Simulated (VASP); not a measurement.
A run of VASP 6.6.1 is set up as follows.

Contents of INCAR:

```
PREC = Accurate
ENCUT = 600
EDIFF = 1E-7
ISMEAR = 0
SIGMA = 0.02
LREAL = F
LASPH = T
NELM = 60
ALGO = Normal
ISIF = 4
LWAVE = F
LCHARG = F
GGA = PE
IBRION = 2
NSW = 50
EDIFFG = -0.01
```

File KPOINTS:

```
regular mesh
0
Gamma
  12 12 2
```

POSCAR

```
SiC
1.0
    1.5777668392     -2.7327987580      0.0000000000
    1.5777668392      2.7327987580      0.0000000000
    0.0000000000      0.0000000000     15.4843124266
Si C
6 6
Direct
    0.1666625987      0.8333374013      0.8577086564
    0.8333374013      0.1666625987      0.3577086564
    0.5000001078      0.4999998922      0.5244818336
    0.4999998922      0.5000001078      0.0244818336
    0.8333309377      0.1666690623      0.6912147307
    0.1666690623      0.8333309377      0.1912147307
    0.5000013133      0.4999986867      0.6498371866
    0.4999986867      0.5000013133      0.1498371866
    0.1666670428      0.8333329572      0.9826927785
    0.8333329572      0.1666670428      0.4826927785
    0.8333306207      0.1666693793      0.8162048142
    0.1666693793      0.8333306207      0.3162048142
```

Potentials or basis: VASP PAW PBE potentials, release 64 (Si, C).

Launch:

```sh
$ cat potpaw_PBE.64/Si/POTCAR potpaw_PBE.64/C/POTCAR > POTCAR
$ mpirun -np 1 vasp_std > vasp.out
```

Task: Estimate the band gap on the k mesh.

Result: 2.04 eV (least direct gap 3.12 eV).

Forces on the atoms (eV/Å):
```
Si   0.000  0.000 -0.001
Si   0.000  0.000 -0.001
Si   0.000  0.000  0.009
Si   0.000  0.000  0.009
Si   0.000  0.000  0.002
Si   0.000  0.000  0.002
C    0.000  0.000 -0.005
C    0.000  0.000 -0.005
C    0.000  0.000 -0.008
C    0.000  0.000 -0.008
C    0.000  0.000  0.003
C    0.000  0.000  0.003
```

A k mesh can miss the band edges.
